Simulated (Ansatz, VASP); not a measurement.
TaN in VASP and in Ansatz

```
Ta N
1.0
     5.19963    0.00000    0.00000
    -2.59981    4.50301    0.00000
     0.00000    0.00000    2.93946
Ta N
3 3
Direct
  0.33333 0.66667 0.50000
  0.66667 0.33333 0.50000
  0.00000 0.00000 0.00000
  0.39241 0.00000 0.00000
  0.60759 0.60759 0.00000
  0.00000 0.39241 0.00000
```

Change from the starting cell: strain along c alone, the other axes held, atoms relaxed: +1.0 %.

Alike in both runs: functional r2SCAN; k mesh 12 × 12 × 12; occupations gaussian, width 0.1 eV; no spin polarisation.

Ansatz relaxed the structure, and its values are those at the end. VASP's run is a single point on that final structure, the one shown.

|  | VASP | Ansatz |
| --- | --- | --- |
| version | VASP 6.6.1 | Ansatz 0.2.0 |
| potentials or method | VASP PAW PBE potentials, release 64 (Ta_pv, N), cutoff 520 eV | scalar-relativistic, plane waves, PAW |
| valence electrons in the cell | 48 | 54 |

|  | VASP | Ansatz | Ansatz less VASP |
| --- | --- | --- | --- |
| gap on the k mesh at the Fermi level (eV) | none | none | - |
| pressure (GPa) | -1.8 | -3.3 | -1.52 |

VASP's potentials were made for PBE, not for r2SCAN. A gap of «none» marks a metal or a gap that the smearing closes. VASP's potentials hold 48 valence electrons a cell and Ansatz's 54, so a difference there can come from the potentials and not from the codes. Ansatz's warnings: stress scf threshold loose.

Spin-orbit coupling is off throughout.
